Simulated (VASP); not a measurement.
# BeS (F-43m) in VASP: notebook

The runs below take BeS through single point, with r2SCAN.

Everything below comes from runs of VASP 6.6.1. Logs are shortened: lines on timing, memory, paths and dates and some standing lists are left out, and cuts for length are marked.

**1. The cell of the first run**

The structure is cubic, space group F-43m (No. 216). The conventional cell has a = 4.850 Å, b = 4.850 Å, c = 4.850 Å, α = 90.00°, β = 90.00°, γ = 90.00°. Within 2.8 Å of Be (site symmetry -43m) lie 4 S at 2.10 Å. S (site symmetry -43m) has 4 Be at 2.10 Å within 2.8 Å.

**2. Single point, r2SCAN**

POSCAR

```
BeS
1.0
    0.0000000000      2.4250000000      2.4250000000
    2.4250000000      0.0000000000      2.4250000000
    2.4250000000      2.4250000000      0.0000000000
Be S
1 1
Direct
    0.0000000000      0.0000000000      0.0000000000
    0.2500000000      0.2500000000      0.2500000000
```

INCAR.step1

```
SYSTEM = BeS
ALGO     = Normal         ! electronic algorithm
EDIFF    = 1E-4           ! SCF threshold, eV
ENCUT    = 520            ! plane-wave cutoff, eV
GGA      = PE             ! functional
ISMEAR   = 0              ! smearing method
LASPH    = .True.         ! aspherical terms in the spheres
LCHARG   = .False.        ! write CHGCAR
LREAL    = .False.        ! projectors in reciprocal space
LWAVE    = .True.         ! write WAVECAR
NBANDS   = 11             ! bands
NELM     = 100            ! most SCF steps
PREC     = Accurate       ! precision mode
SIGMA    = 0.1            ! smearing width, eV
```

INCAR.step2

```
SYSTEM = BeS
ALGO     = Normal         ! electronic algorithm
EDIFF    = 1E-6           ! SCF threshold, eV
ENCUT    = 520            ! plane-wave cutoff, eV
ISIF     = 2              ! what is computed and relaxed
ISMEAR   = 0              ! smearing method
ISTART   = 1            
LASPH    = .True.         ! aspherical terms in the spheres
LCHARG   = .False.        ! write CHGCAR
LMIXTAU  = .True.       
LREAL    = .False.        ! projectors in reciprocal space
LWAVE    = .False.        ! write WAVECAR
METAGGA  = R2SCAN         ! meta-GGA
NBANDS   = 11             ! bands
NELM     = 100            ! most SCF steps
PREC     = Accurate       ! precision mode
SIGMA    = 0.1            ! smearing width, eV
```

KPOINTS

```
k-points
0
Gamma
  6 6 6
  0 0 0
```

Potentials or basis: VASP PAW PBE potentials, release 64 (Be, S).

Command:

```bash
$ cat potpaw_PBE.64/Be/POTCAR potpaw_PBE.64/S/POTCAR > POTCAR
$ cp INCAR.step1 INCAR
$ mpirun -np 1 vasp_std > vasp.out
$ cp INCAR.step2 INCAR
$ mpirun -np 1 vasp_std > vasp.out
```

OUTCAR:

```text
SYSTEM = BeS
   EDIFF = 1E-6
   ENCUT = 520
   ISIF = 2
   ISMEAR = 0
   ISTART = 1
   LASPH = .True.
   LREAL = .False.
   METAGGA = R2SCAN
   NELM = 100
   PREC = Accurate

 ion  position               nearest neighbor table
   1  0.000  0.000  0.000-   2 2.10   2 2.10   2 2.10   2 2.10
   2  0.250  0.250  0.250-   1 2.10   1 2.10   1 2.10   1 2.10

  LATTYP: Found a face centered cubic cell.
 ALAT       =     4.8500000000

  Lattice vectors:

 A1 = (   0.0000000000,   2.4250000000,   2.4250000000)
 A2 = (   2.4250000000,   0.0000000000,   2.4250000000)
 A3 = (   2.4250000000,   2.4250000000,   0.0000000000)

Analysis of symmetry for initial positions (statically):
=====================================================================
 Subroutine PRICEL returns:
 Original cell was already a primitive cell.

 Routine SETGRP: Setting up the symmetry group for a
 face centered cubic supercell.

 Subroutine GETGRP returns: Found 24 space group operations
 (whereof 24 operations were pure point group operations)
 out of a pool of 48 trial point group operations.

The static configuration has the point symmetry T_d .

Analysis of symmetry for dynamics (positions and initial velocities):
=====================================================================
 Subroutine PRICEL returns:
 Original cell was already a primitive cell.

 Routine SETGRP: Setting up the symmetry group for a
 face centered cubic supercell.

 Subroutine GETGRP returns: Found 24 space group operations
 (whereof 24 operations were pure point group operations)
 out of a pool of 48 trial point group operations.

The dynamic configuration has the point symmetry T_d .

 Subroutine INISYM returns: Found 24 space group operations
 (whereof 24 operations are pure point group operations),
 and found     1 'primitive' translations

----------------------------------------------------------------------------------------

                                     Primitive cell

  volume of cell :      28.5210

  direct lattice vectors                    reciprocal lattice vectors
     0.000000000  2.425000000  2.425000000    -0.206185567  0.206185567  0.206185567
     2.425000000  0.000000000  2.425000000     0.206185567 -0.206185567  0.206185567
     2.425000000  2.425000000  0.000000000     0.206185567  0.206185567 -0.206185567

  length of vectors
     3.429467889  3.429467889  3.429467889     0.357123878  0.357123878  0.357123878

  position of ions in fractional coordinates (direct lattice)
     0.000000000  0.000000000  0.000000000
     0.250000000  0.250000000  0.250000000

  ion indices of the primitive-cell ions
   primitive index   ion index
                 1           1
                 2           2

----------------------------------------------------------------------------------------

 KPOINTS: k-points

Automatic generation of k-mesh.
 Grid dimensions read from file:
 generate k-points for:    6    6    6

 Generating k-lattice:

  Cartesian coordinates                     Fractional coordinates (reciprocal lattice)
    -0.034364261  0.034364261  0.034364261     0.166666667  0.000000000  0.000000000
     0.034364261 -0.034364261  0.034364261     0.000000000  0.166666667  0.000000000
     0.034364261  0.034364261 -0.034364261     0.000000000  0.000000000  0.166666667

  Length of vectors
     0.059520646  0.059520646  0.059520646

  Shift w.r.t. Gamma in fractional coordinates (k-lattice)
     0.000000000  0.000000000  0.000000000

 Subroutine IBZKPT returns following result:
 ===========================================

 Found     16 irreducible k-points:

 Following reciprocal coordinates:
            Coordinates               Weight
  0.000000  0.000000  0.000000      1.000000
  0.166667  0.000000  0.000000      8.000000
  0.333333  0.000000  0.000000      8.000000
  0.500000  0.000000  0.000000      4.000000
  0.166667  0.166667  0.000000      6.000000
  0.333333  0.166667  0.000000     24.000000
[... 8 lines left out ...]
 -0.333333  0.333333  0.166667     24.000000
 -0.333333  0.500000  0.166667     12.000000
   k-points           NKPTS =     16   k-points in BZ     NKDIM =     16   number of bands    NBANDS=     11
   number of dos      NEDOS =    301   number of ions     NIONS =      2
   total plane-waves  NPLWV =  21952
   dimension x,y,z NGX =    28 NGY =   28 NGZ =   28
   dimension x,y,z NGXF=    56 NGYF=   56 NGZF=   56
   ions per type =               1   1
   NGX,Y,Z   is equivalent  to a cutoff of  13.57, 13.57, 13.57 a.u.
   NGXF,Y,Z  is equivalent  to a cutoff of  27.15, 27.15, 27.15 a.u.
 SYSTEM =  BeS
   PREC   = accura    normal or accurate (medium, high low for compatibility)
   ISTART =      1    job   : 0-new  1-cont  2-samecut
   ICHARG =      0    charge: 1-file 2-atom 10-const
   ISPIN  =      1    spin polarized calculation?
   LNONCOLLINEAR =      F non collinear calculations
   LSORBIT =      F    spin-orbit coupling
   LASPH  =      T    aspherical Exc in radial PAW
   ENCUT  =  520.0 eV  38.22 Ry    6.18 a.u.   6.38  6.38  6.38*2*pi/ulx,y,z
   NELM   =    100;   NELMIN=  2; NELMDL=  0     # of ELM steps
   EDIFF  = 0.1E-05   stopping-criterion for ELM
   LREAL  =      F    real-space projection
   EDIFFG = 0.1E-04   stopping-criterion for IOM
   NSW    =      0    number of steps for IOM
   IBRION =     -1    ionic relax: 0-MD 1-quasi-New 2-CG
   NFREE  =      0    steps in history (QN), initial steepest desc. (CG)
   ISIF   =      2    stress and relaxation
   ISYM   =      2    0-nonsym 1-usesym 2-fastsym
   POTIM  = 0.5000    time-step for ionic-motion
   TEBEG  =    0.0;   TEEND  =   0.0 temperature during run
   PSTRESS=    0.0 pullay stress
   NELECT =       8.0000    total number of electrons
   NUPDOWN=      -1.0000    fix difference up-down
   EMIN   =  10.00;   EMAX   =-10.00  energy-range for DOS
   EFERMI =   0.00;   METHOD = LEGACY
   ISMEAR =     0;   SIGMA  =   0.10  broadening in eV -4-tet -1-fermi 0-gaus
   EFERMI_NEDOS =   21; number of points for ismear=-14 and -15
   IALGO  =     38    algorithm
   IMIX   =      4    mixing-type and parameters
     AMIX     =   0.40;   BMIX     =  1.00
     AMIX_MAG =   1.60;   BMIX_MAG =  1.00
  volume/ion in A,a.u.               =      14.26        96.23
  Fermi-wavevector in a.u.,A,eV,Ry     =   1.071642  2.025110 15.625158  1.148417
  Thomas-Fermi vector in A             =   2.207388
   LORBIT       =      0    0 simple, 1 ext, 2 COOP (PROOUT), +10 PAW based schemes
   METAGGA = R2SCAN    functional components
   LHFCALC =     F    Hartree Fock is set to
   AEXX    =    0.0000 exact exchange contribution
   IVDW    =     0    specifies the selected vdW correction
   LEPSILON=     F    determine dielectric tensor
   LRPA    =     F    only Hartree local field effects (RPA)
 non-spin polarized calculation
 Gauss-broadening in eV      SIGMA  =   0.10
  energy-cutoff  :      520.00
  volume of cell :       28.52
 maximum number of plane-waves:       778
 NGX is ok and might be reduce to    28
   NGX = 13   NGY = 13   NGZ = 13

 number of electron       7.9999999 magnetization

 Free energy of the ion-electron system (eV)
  ---------------------------------------------------
  ext. energy  EPLUGINS =         0.00000000
  ---------------------------------------------------
  free energy    TOTEN  =       -14.78234852 eV

  energy without entropy =      -14.78234852  energy(sigma->0) =      -14.78234852

 E-fermi :   4.4694     XC(G=0): -10.1826

 val. band max:        3.9691393602   @ k =   0.0000   0.0000   0.0000
 cond. band min:       7.5410275500   @ k =   0.5000   0.5000   0.0000
 fundamental gap:      3.5718881898
 Fermi energy:         4.4694096232

 k-point     1 :       0.0000    0.0000    0.0000
  band No.  band energies     occupation
      1     -10.3276      2.00000
      2       3.9691      2.00000
      3       3.9691      2.00000
      4       3.9691      2.00000
      5      10.2257      0.00000
      6      10.2257      0.00000
      7      10.2257      0.00000
      8      10.6572      0.00000
      9      17.3921      0.00000
     10      17.3921      0.00000
     11      19.8757      0.00000

 k-point     2 :       0.1667    0.0000    0.0000
  band No.  band energies     occupation
      1     -10.0031      2.00000
      2       2.0510      2.00000
      3       3.6389      2.00000
      4       3.6389      2.00000
      5      10.2081      0.00000
      6      10.8145      0.00000
      7      10.8145      0.00000
      8      12.6120      0.00000
      9      16.4836      0.00000
     10      16.4836      0.00000
     11      19.5554      0.00000

 k-point     3 :       0.3333    0.0000    0.0000
  band No.  band energies     occupation
      1      -9.1948      2.00000
      2      -0.7152      2.00000
      3       3.1227      2.00000
      4       3.1227      2.00000
      5      10.1188      0.00000
      6      11.2310      0.00000
      7      11.2310      0.00000
      8      15.2338      0.00000
      9      17.3033      0.00000
     10      17.3033      0.00000
     11      19.2274      0.00000

 k-point     4 :       0.5000    0.0000    0.0000
  band No.  band energies     occupation
      1      -8.6497      2.00000
      2      -1.9911      2.00000
      3       2.9110      2.00000
      4       2.9110      2.00000
      5      10.0700      0.00000
      6      11.1081      0.00000
      7      11.1081      0.00000
      8      16.0315      0.00000
      9      19.6991      0.00000
     10      19.6991      0.00000
     11      20.2713      0.00000
[... 127 lines left out ...]
 k-point    14 :       0.5000    0.3333    0.1667
  band No.  band energies     occupation
      1      -8.5970      2.00000
      2      -0.5395      2.00000
      3       0.8977      2.00000
      4       2.0193      2.00000
      5      10.2902      0.00000
      6      11.5643      0.00000
      7      12.4832      0.00000
      8      15.1058      0.00000
      9      17.4246      0.00000
     10      19.6262      0.00000
     11      21.7391      0.00000

 k-point    15 :      -0.3333    0.3333    0.1667
  band No.  band energies     occupation
      1      -8.1994      2.00000
      2      -1.0381      2.00000
      3       0.4285      2.00000
      4       1.5318      2.00000
      5      10.6645      0.00000
      6      11.6561      0.00000
      7      14.1562      0.00000
      8      15.0372      0.00000
      9      16.0579      0.00000
     10      20.4627      0.00000
     11      21.4403      0.00000

 k-point    16 :      -0.3333    0.5000    0.1667
  band No.  band energies     occupation
      1      -8.0370      2.00000
      2      -0.7837      2.00000
      3       0.4530      2.00000
      4       0.7142      2.00000
      5       9.6223      0.00000
      6      11.1890      0.00000
      7      14.8599      0.00000
      8      15.2446      0.00000
      9      19.3055      0.00000
     10      19.6708      0.00000
     11      21.9958      0.00000

------------------------ aborting loop because EDIFF is reached ----------------------------------------

  FORCE on cell =-STRESS in cart. coord.  units (eV):
  Direction    XX          YY          ZZ          XY          YZ          ZX
  --------------------------------------------------------------------------------------
  -------------------------------------------------------------------------------------
  Total        0.2605601      0.2605601      0.2605601      0.0000000     -0.0000000      0.0000000
  in kB       14.6370393     14.6370393     14.6370393      0.0000000     -0.0000000      0.0000000
  external PRESSURE =      14.6370393 kB  Pullay stress =       0.0000000 kB

 VOLUME and BASIS-vectors are now :
 -----------------------------------------------------------------------------
  energy-cutoff  :      520.00
  volume of cell :       28.52
      direct lattice vectors                 reciprocal lattice vectors
     0.000000000  2.425000000  2.425000000    -0.206185567  0.206185567  0.206185567
     2.425000000  0.000000000  2.425000000     0.206185567 -0.206185567  0.206185567
     2.425000000  2.425000000  0.000000000     0.206185567  0.206185567 -0.206185567

 POSITION                                       TOTAL-FORCE (eV/Angst)
 -----------------------------------------------------------------------------------
      0.00000      0.00000      0.00000        -0.000000     -0.000000      0.000000
      1.21250      1.21250      1.21250         0.000000      0.000000     -0.000000
 -----------------------------------------------------------------------------------
    total drift:                                0.000000      0.000000      0.000000

  FREE ENERGIE OF THE ION-ELECTRON SYSTEM (eV)
  ---------------------------------------------------
  free  energy   TOTEN  =       -14.7823485212 eV

  energy  without entropy=      -14.7823485212  energy(sigma->0) =      -14.78234852
```

Run time: 50 s. Hardware: 1 thread of Intel Xeon Platinum 8259CL at 2.50GHz (Skylake/Cascade Lake), shared host; peak memory 0.15 GiB.

Results:

```yaml
Free_energy: -14.7823 eV
Pressure: 1.5 GPa
Band_gap_on_the_k_mesh: 3.57 eV, indirect (least direct gap 6.26 eV)
```

Levels at points of the mesh, in eV from the valence-band top:
```tsv
k point	band 1	band 2	band 3	band 4	band 5	band 6	band 7	band 8
(0.00, 0.00, 0.00)	-14.30	0.00	0.00	0.00	6.26	6.26	6.26	6.69
(0.50, 0.00, 0.00)	-12.62	-5.96	-1.06	-1.06	6.10	7.14	7.14	12.06
(0.50, 0.50, 0.00)	-12.05	-5.19	-2.71	-2.71	3.57	5.38	13.87	13.87
```

Caveat: the PAW data sets were made with another functional, which shifts forces and pressure a little. r2SCAN opens gaps a little over a GGA but as a rule still falls short of measured ones.

**3. Single point, r2SCAN (volume scaled by 0.94)**

POSCAR

```
BeS
1.0
    0.0000000000      2.3845567579      2.3845567579
    2.3845567579      0.0000000000      2.3845567579
    2.3845567579      2.3845567579      0.0000000000
Be S
1 1
Direct
    0.0000000000      0.0000000000      0.0000000000
    0.2500000000      0.2500000000      0.2500000000
```

INCAR.step1

```
  PREC = Accurate
  ENCUT = 520
  ISMEAR = 0
  SIGMA = 0.02
  LREAL = F
  LASPH = T
  NELM = 80
  NBANDS = 11
  GGA = PE
  ALGO = Normal
  EDIFF = 1E-4
  LWAVE = T
  LCHARG = F
```

INCAR.step2

```
  PREC = Accurate
  ENCUT = 520
  EDIFF = 1E-6
  ISMEAR = 0
  SIGMA = 0.02
  LREAL = F
  LASPH = T
  NELM = 80
  ALGO = Normal
  ISIF = 2
  LWAVE = F
  LCHARG = T
  METAGGA = R2SCAN
  LMIXTAU = T
  LELF = T
  LVHAR = T
  NBANDS = 11
  ISTART = 1
```

KPOINTS

```
Automatic mesh
0
Gamma
  8 8 8
```

Potentials or basis: VASP PAW PBE potentials, release 64 (Be, S).

Command:

```bash
$ cat potpaw_PBE.64/Be/POTCAR potpaw_PBE.64/S/POTCAR > POTCAR
$ cp INCAR.step1 INCAR
$ mpirun -np 1 vasp_std > vasp.out
$ cp INCAR.step2 INCAR
$ mpirun -np 1 vasp_std > vasp.out
```

It took 70 s on 1 thread of Intel Xeon Platinum 8259CL at 2.50GHz (Skylake/Cascade Lake), shared host; peak memory 0.16 GiB.

Results (log left out):

```
Free energy            : -14.7481 eV
Pressure               : 7.1 GPa
Band gap on the k mesh : 3.45 eV, indirect (least direct gap 6.22 eV)
```

Levels at points of the mesh, in eV from the valence-band top:
```csv
k point,band 1,band 2,band 3,band 4,band 5,band 6,band 7,band 8
"(0.00, 0.00, 0.00)",-14.66,0.00,0.00,0.00,6.22,6.22,6.22,7.15
"(0.50, 0.00, 0.00)",-12.84,-6.31,-1.13,-1.13,6.29,7.11,7.11,12.31
"(0.50, 0.50, 0.00)",-12.21,-5.47,-2.90,-2.90,3.45,5.33,14.28,14.28
```

Caveat: the PAW data sets were made with another functional, which shifts forces and pressure a little. A k mesh can miss the band edges.

(Continued in part 2 of 2.)
